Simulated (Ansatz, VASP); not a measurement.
# AgC2: VASP beside Ansatz

```
Ag C
1.0
     0.00000    2.59961    2.59961
     2.59961    0.00000    2.59961
     2.59961    2.59961    0.00000
Ag C
1 2
Direct
  0.00000 0.00000 0.00000
  0.25000 0.25000 0.25000
  0.75000 0.75000 0.75000
```

Change from the starting cell: species swapped into the ZrO2 type (Fm-3m, No. 225).

Alike in both runs: functional PBE; k mesh 6 × 6 × 6; occupations gaussian, width 0.2 eV; no spin polarisation.

Ansatz relaxed the structure, and its values are those at the end. VASP's run is a single point on that final structure, the one shown.

|  | VASP | Ansatz |
| --- | --- | --- |
| version | VASP 6.6.1 | Ansatz 0.2.0 |
| potentials or method | VASP PAW PBE potentials, release 64 (Ag, C), cutoff 600 eV | scalar-relativistic, plane waves, PAW |
| valence electrons in the cell | 19 | 27 |

|  | VASP | Ansatz | Ansatz less VASP |
| --- | --- | --- | --- |
| gap on the k mesh at the Fermi level (eV) | none | none | - |
| pressure (GPa) | -0.3 | -0.2 | +0.08 |

A gap of «none» marks a metal or a gap that the smearing closes. With one functional, cell and mesh, what is left measures potentials, basis and numerics. VASP's potentials hold 19 valence electrons a cell and Ansatz's 27, so a difference there can come from the potentials and not from the codes.
